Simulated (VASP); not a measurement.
Input of a VASP 6.6.1 run:

Contents of INCAR:

```
SYSTEM = Si7Ni13
  ALGO = Fast
  DIPOL = 0.5 0.5 0.500
  EDIFF = 1E-7
  ENCUT = 520
  GGA = PS
  IDIPOL = 3
  ISIF = 2
  ISMEAR = 0
  LASPH = .TRUE.
  LCHARG = .TRUE.
  LDIPOL = .TRUE.
  LELF = .TRUE.
  LREAL = Auto
  LVACPOTAV = .TRUE.
  LVHAR = .TRUE.
  LWAVE = .FALSE.
  NBANDS = 95
  NELM = 100
  PREC = Accurate
  SIGMA = 0.1
```

File KPOINTS:

```
k-points
0
G
  9 9 1
  0 0 0
```

The input POSCAR:

```
Si7Ni13
1.0
    3.8684636528      0.0000000000      0.0000000000
   -1.9342318264      3.3501877970      0.0000000000
    0.0000000000      0.0000000000     29.7509557750
Si Ni
7 13
Direct
    0.6666666667      0.3333333333      0.2582555521
    0.3333333333      0.6666666667      0.3342924703
    0.6666666667      0.3333333333      0.4184360395
    0.3333333333      0.6666666667      0.5000000022
    0.6666666667      0.3333333333      0.5815639390
    0.3333333333      0.6666666667      0.6657075370
    0.6666666667      0.3333333333      0.7417444224
    0.3333333333      0.6666666667      0.2542259187
    0.0000000000      0.0000000000      0.2887814859
    0.6666666667      0.3333333333      0.3358507672
    0.0000000000      0.0000000000      0.3744507160
    0.3333333333      0.6666666667      0.4160320077
    0.0000000000      0.0000000000      0.4581878372
    0.6666666667      0.3333333333      0.4999999985
    0.0000000000      0.0000000000      0.5418121597
    0.3333333333      0.6666666667      0.5839679822
    0.0000000000      0.0000000000      0.6255492851
    0.6666666667      0.3333333333      0.6641492171
    0.0000000000      0.0000000000      0.7112185322
    0.3333333333      0.6666666667      0.7457741301
```

Potentials or basis: VASP PAW PBE potentials, release 64 (Si, Ni).

The run is started by

```bash
$ cat potpaw_PBE.64/Si/POTCAR potpaw_PBE.64/Ni/POTCAR > POTCAR
$ mpirun -np 1 vasp_std > vasp.out
```

(1) Estimate the band gap on the k mesh.

(2) Estimate the largest force.

## Answers

(1) zero (bands 79 and 80 overlap by 3.24 eV).

(2) 0.026 eV/Å.

Caveat: the PAW data sets were made with another functional, which shifts forces and pressure a little.
